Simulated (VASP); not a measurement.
# Pb (Fm-3m) in VASP: further runs, part 2 of 2

VASP 6.6.1. Earlier steps stand in the parts before.

## Step 4: Single point, BLYP+D4

This run uses another cell than the first one, of 30.32 Å³/atom, 0.980 times its volume.

INCAR

```
PREC = Accurate
ENCUT = 520
EDIFF = 1E-6
ISMEAR = -1
SIGMA = 0.05
LREAL = F
LASPH = T
NELM = 80
ALGO = Fast
ISIF = 2
LWAVE = F
LCHARG = F
GGA = B5
ALDAX = 1.0
AGGAX = 1.0
AGGAC = 1.0
ALDAC = 0.0
IVDW = 13
VDW_S6 = 1.0
VDW_S8 = 2.34076671
VDW_A1 = 0.44488865
VDW_A2 = 4.0933009
NBANDS = 13
```

KPOINTS

```
regular mesh
0
Gamma
  9 9 9
```

POSCAR

```
Pb
1.0
    0.0000000000      2.4750200000      2.4750200000
    2.4750200000      0.0000000000      2.4750200000
    2.4750200000      2.4750200000      0.0000000000
Pb
1
Direct
    0.0000000000      0.0000000000      0.0000000000
```

Potentials or basis: VASP PAW PBE potentials, release 64 (Pb_d).

Run with:

```console
$ cat potpaw_PBE.64/Pb_d/POTCAR > POTCAR
$ mpirun -np 1 vasp_std > vasp.out
```

OUTCAR:

```text
PREC = Accurate
   ENCUT = 520
   EDIFF = 1E-6
   ISMEAR = -1
   LREAL = F
   LASPH = T
   NELM = 80
   ISIF = 2
   GGA = B5
   IVDW = 13

 ion  position               nearest neighbor table
   1  0.000  0.000  0.000-

  LATTYP: Found a face centered cubic cell.
 ALAT       =     4.9500400000

  Lattice vectors:

 A1 = (   0.0000000000,   2.4750200000,   2.4750200000)
 A2 = (   2.4750200000,   0.0000000000,   2.4750200000)
 A3 = (   2.4750200000,   2.4750200000,   0.0000000000)

Analysis of symmetry for initial positions (statically):
[... 5 lines left out ...]
 face centered cubic supercell.

 Subroutine GETGRP returns: Found 48 space group operations
 (whereof 48 operations were pure point group operations)
 out of a pool of 48 trial point group operations.

The static configuration has the point symmetry O_h .

Analysis of symmetry for dynamics (positions and initial velocities):
[... 5 lines left out ...]
 face centered cubic supercell.

 Subroutine GETGRP returns: Found 48 space group operations
 (whereof 48 operations were pure point group operations)
 out of a pool of 48 trial point group operations.

The dynamic configuration has the point symmetry O_h .

 Subroutine INISYM returns: Found 48 space group operations
 (whereof 48 operations are pure point group operations),
 and found     1 'primitive' translations

----------------------------------------------------------------------------------------

                                     Primitive cell

  volume of cell :      30.3226

  direct lattice vectors                    reciprocal lattice vectors
     0.000000000  2.475020000  2.475020000    -0.202018570  0.202018570  0.202018570
     2.475020000  0.000000000  2.475020000     0.202018570 -0.202018570  0.202018570
     2.475020000  2.475020000  0.000000000     0.202018570  0.202018570 -0.202018570

  length of vectors
     3.500206851  3.500206851  3.500206851     0.349906427  0.349906427  0.349906427

  position of ions in fractional coordinates (direct lattice)
     0.000000000  0.000000000  0.000000000

  ion indices of the primitive-cell ions
   primitive index   ion index
                 1           1

----------------------------------------------------------------------------------------

 KPOINTS: regular mesh

Automatic generation of k-mesh.
 Grid dimensions read from file:
 generate k-points for:    9    9    9

 Generating k-lattice:

  Cartesian coordinates                     Fractional coordinates (reciprocal lattice)
    -0.022446508  0.022446508  0.022446508     0.111111111  0.000000000  0.000000000
     0.022446508 -0.022446508  0.022446508     0.000000000  0.111111111  0.000000000
     0.022446508  0.022446508 -0.022446508     0.000000000  0.000000000  0.111111111

  Length of vectors
     0.038878492  0.038878492  0.038878492

  Shift w.r.t. Gamma in fractional coordinates (k-lattice)
     0.000000000  0.000000000  0.000000000

 Subroutine IBZKPT returns following result:
 ===========================================

 Found     35 irreducible k-points:

 Following reciprocal coordinates:
            Coordinates               Weight
  0.000000  0.000000  0.000000      1.000000
  0.111111  0.000000  0.000000      8.000000
  0.222222  0.000000  0.000000      8.000000
  0.333333  0.000000  0.000000      8.000000
  0.444444  0.000000  0.000000      8.000000
  0.111111  0.111111  0.000000      6.000000
[... 16 lines left out ...]
 -0.333333  0.333333  0.000000     12.000000
  0.444444  0.444444  0.000000      6.000000
 [... further k-points ...]
   k-points           NKPTS =     35   k-points in BZ     NKDIM =     35   number of bands    NBANDS=     13
   number of dos      NEDOS =    301   number of ions     NIONS =      1
   total plane-waves  NPLWV =  21952
   dimension x,y,z NGX =    28 NGY =   28 NGZ =   28
   dimension x,y,z NGXF=    56 NGYF=   56 NGZF=   56
   ions per type =               1
   NGX,Y,Z   is equivalent  to a cutoff of  13.30, 13.30, 13.30 a.u.
   NGXF,Y,Z  is equivalent  to a cutoff of  26.60, 26.60, 26.60 a.u.
 SYSTEM =  unknown system
   PREC   = accura    normal or accurate (medium, high low for compatibility)
   ISTART =      0    job   : 0-new  1-cont  2-samecut
   ICHARG =      2    charge: 1-file 2-atom 10-const
   ISPIN  =      1    spin polarized calculation?
   LNONCOLLINEAR =      F non collinear calculations
   LSORBIT =      F    spin-orbit coupling
   LASPH  =      T    aspherical Exc in radial PAW
   ENCUT  =  520.0 eV  38.22 Ry    6.18 a.u.   6.51  6.51  6.51*2*pi/ulx,y,z
   NELM   =     80;   NELMIN=  2; NELMDL= -5     # of ELM steps
   EDIFF  = 0.1E-05   stopping-criterion for ELM
   LREAL  =      F    real-space projection
   EDIFFG = 0.1E-04   stopping-criterion for IOM
   NSW    =      0    number of steps for IOM
   IBRION =     -1    ionic relax: 0-MD 1-quasi-New 2-CG
   NFREE  =      0    steps in history (QN), initial steepest desc. (CG)
   ISIF   =      2    stress and relaxation
   ISYM   =      2    0-nonsym 1-usesym 2-fastsym
   POTIM  = 0.5000    time-step for ionic-motion
   TEBEG  =    0.0;   TEEND  =   0.0 temperature during run
   PSTRESS=    0.0 pullay stress
   NELECT =      14.0000    total number of electrons
   NUPDOWN=      -1.0000    fix difference up-down
   EMIN   =  10.00;   EMAX   =-10.00  energy-range for DOS
   EFERMI =   0.00;   METHOD = LEGACY
   ISMEAR =    -1;   SIGMA  =   0.05  broadening in eV -4-tet -1-fermi 0-gaus
   EFERMI_NEDOS =   21; number of points for ismear=-14 and -15
   IALGO  =     68    algorithm
   IMIX   =      4    mixing-type and parameters
     AMIX     =   0.40;   BMIX     =  1.00
     AMIX_MAG =   1.60;   BMIX_MAG =  1.00
  volume/ion in A,a.u.               =      30.32       204.63
  Fermi-wavevector in a.u.,A,eV,Ry     =   1.265306  2.391081 21.782907  1.600999
  Thomas-Fermi vector in A             =   2.398566
   LORBIT       =      0    0 simple, 1 ext, 2 COOP (PROOUT), +10 PAW based schemes
   GGA     = B5    functional components
   LHFCALC =     F    Hartree Fock is set to
   AEXX    =    0.0000 exact exchange contribution
   IVDW    =    13    specifies the selected vdW correction
   LEPSILON=     F    determine dielectric tensor
   LRPA    =     F    only Hartree local field effects (RPA)
 non-spin polarized calculation
 RMM-DIIS sequential band-by-band and
  energy-cutoff  :      520.00
  volume of cell :       30.32
 maximum number of plane-waves:       869
 NGX is ok and might be reduce to    28
   NGX = 13   NGY = 13   NGZ = 13

 number of electron      13.9999999 magnetization

 Free energy of the ion-electron system (eV)
  ---------------------------------------------------
  ext. energy  EPLUGINS =         0.00000000
  ---------------------------------------------------
  free energy    TOTEN  =        -2.81402033 eV

  energy without entropy =       -2.81066626  energy(sigma->0) =       -2.81234330

 E-fermi :   7.6587     XC(G=0):  -9.5945

 val. band max:        7.4367099151   @ k =  -0.3333   0.3333   0.1111
 cond. band min:       7.6731076063   @ k =  -0.2222   0.3333   0.1111
 fundamental gap:      0.2363976911
 Fermi energy:         7.6587410371

 k-point     1 :       0.0000    0.0000    0.0000
  band No.  band energies     occupation
      1      -9.3045      2.00000
      2      -9.3045      2.00000
      3      -9.3045      2.00000
      4      -9.1620      2.00000
      5      -9.1620      2.00000
      6      -4.0105      2.00000
      7      15.0153      0.00000
      8      15.0153      0.00000
      9      15.0153      0.00000
     10      17.8278      0.00000
     11      19.5915      0.00000
     12      20.3913      0.00000
     13      20.3913      0.00000

 k-point     2 :       0.1111    0.0000    0.0000
  band No.  band energies     occupation
      1      -9.3048      2.00000
      2      -9.2878      2.00000
      3      -9.2878      2.00000
      4      -9.1619      2.00000
      5      -9.1619      2.00000
      6      -3.7746      2.00000
      7      12.7743      0.00000
      8      14.7436      0.00000
      9      14.7436      0.00000
     10      17.4240      0.00000
     11      20.4582      0.00000
[... 339 lines left out ...]
 k-point    24 :       0.4444    0.4444    0.0000
  band No.  band energies     occupation
      1      -9.4627      2.00000
      2      -9.3684      2.00000
      3      -9.0399      2.00000
      4      -9.0010      2.00000
      5      -9.0010      2.00000
      6       0.5013      2.00000
      7       5.0860      2.00000
      8       9.8636      0.00000
      9       9.8636      0.00000
     10      13.6351      0.00000
     11      14.7498      0.00000
     12      25.9881      0.00000
     13      27.7839      0.00000

 [... further k-points ...]

------------------------ aborting loop because EDIFF is reached ----------------------------------------

  DFT-D4 for vdW energy calculation

  Edisp (eV):   -0.79063

  FORCE on cell =-STRESS in cart. coord.  units (eV):
  Direction    XX          YY          ZZ          XY          YZ          ZX
  --------------------------------------------------------------------------------------
  -------------------------------------------------------------------------------------
  Total       0.36211     0.36211     0.36211    -0.00000     0.00000    -0.00000
  in kB      19.13306    19.13306    19.13306    -0.00000     0.00000    -0.00000
  external pressure =       19.13 kB  Pullay stress =        0.00 kB

 VOLUME and BASIS-vectors are now :
 -----------------------------------------------------------------------------
  energy-cutoff  :      520.00
  volume of cell :       30.32
      direct lattice vectors                 reciprocal lattice vectors
     0.000000000  2.475020000  2.475020000    -0.202018570  0.202018570  0.202018570
     2.475020000  0.000000000  2.475020000     0.202018570 -0.202018570  0.202018570
     2.475020000  2.475020000  0.000000000     0.202018570  0.202018570 -0.202018570

 POSITION                                       TOTAL-FORCE (eV/Angst)
 -----------------------------------------------------------------------------------
      0.00000      0.00000      0.00000         0.000000      0.000000      0.000000
 -----------------------------------------------------------------------------------
    total drift:                               -0.000000     -0.000000     -0.000000

  FREE ENERGIE OF THE ION-ELECTRON SYSTEM (eV)
  ---------------------------------------------------
  free  energy   TOTEN  =        -3.6046454957 eV

  energy  without entropy=       -3.6012914270  energy(sigma->0) =       -3.60296846
```

OSZICAR:

```text
N       E                     dE             d eps       ncg     rms          rms(c)
DAV:   1     0.109866283197E+03    0.10987E+03   -0.70713E+03   930   0.126E+03
DAV:   2     0.217261818337E+01   -0.10769E+03   -0.10412E+03   950   0.314E+02
DAV:   3    -0.272134472199E+01   -0.48940E+01   -0.48732E+01  1153   0.720E+01
DAV:   4    -0.283693174153E+01   -0.11559E+00   -0.11556E+00  1147   0.120E+01
DAV:   5    -0.284212973170E+01   -0.51980E-02   -0.51977E-02  1261   0.233E+00    0.872E-01
RMM:   6    -0.281789241773E+01    0.24237E-01   -0.31292E-02  1095   0.274E+00    0.353E-01
RMM:   7    -0.281382489109E+01    0.40675E-02   -0.16529E-02  1101   0.162E+00    0.682E-02
RMM:   8    -0.281395501199E+01   -0.13012E-03   -0.31215E-03  1365   0.644E-01    0.180E-02
RMM:   9    -0.281401680833E+01   -0.61796E-04   -0.57870E-04  1391   0.232E-01    0.175E-02
RMM:  10    -0.281402035943E+01   -0.35511E-05   -0.11656E-04  1218   0.180E-01    0.133E-02
RMM:  11    -0.281401764694E+01    0.27125E-05   -0.68108E-05  1307   0.106E-01    0.268E-03
RMM:  12    -0.281401986566E+01   -0.22187E-05   -0.25196E-05  1285   0.520E-02    0.213E-03
RMM:  13    -0.281402033308E+01   -0.46743E-06   -0.51525E-06   788   0.316E-02
   1 F= -.36046455E+01 E0= -.36029685E+01  d E =-.335407E-02
```

It took 20 s on 1 thread of Intel Xeon Platinum 8488C (Sapphire Rapids), shared host; peak memory 0.15 GiB.

Results:

| Property | Result |
| --- | --- |
| Free energy | -3.6046 eV |
| Pressure | 1.9 GPa |
| Band gap on the k mesh | zero (band 7 reaches 15.02 eV, above the bottom of band 8 at 6.27 eV) |
| Dispersion energy per atom | -0.791 eV |

Caveat: the PAW data sets were made with another functional, which shifts forces and pressure a little; spin-orbit coupling is left out, which moves the levels of the heavy elements; pairwise dispersion overbinds metals, which lowers pressure and volume.

## Step 5: Overview

```csv
level,cell,gap on the mesh (eV),pressure (GPa)
revPBE+D3(BJ),"a = 3.523 Å, angles 60.0°, 1 atom",none,-1.4
revPBE+D3(BJ),"a = 3.546 Å, angles 60.0°, 1 atom",none,-2.2
BLYP+D4,"a = 3.500 Å, angles 60.0°, 1 atom",none,1.9
```

Alike in all rows: task single point; potentials or basis VASP PAW PBE potentials, release 64 (Pb_d); no spin polarisation; k mesh 9 × 9 × 9; cutoff (eV) 520; smearing fermi-dirac 0.05 eV.

Caveats: the PAW data sets were made with another functional, which shifts forces and pressure a little; spin-orbit coupling is left out, which moves the levels of the heavy elements; pairwise dispersion overbinds metals, which lowers pressure and volume.

Absolute energies hang on the potentials; compare differences alone.
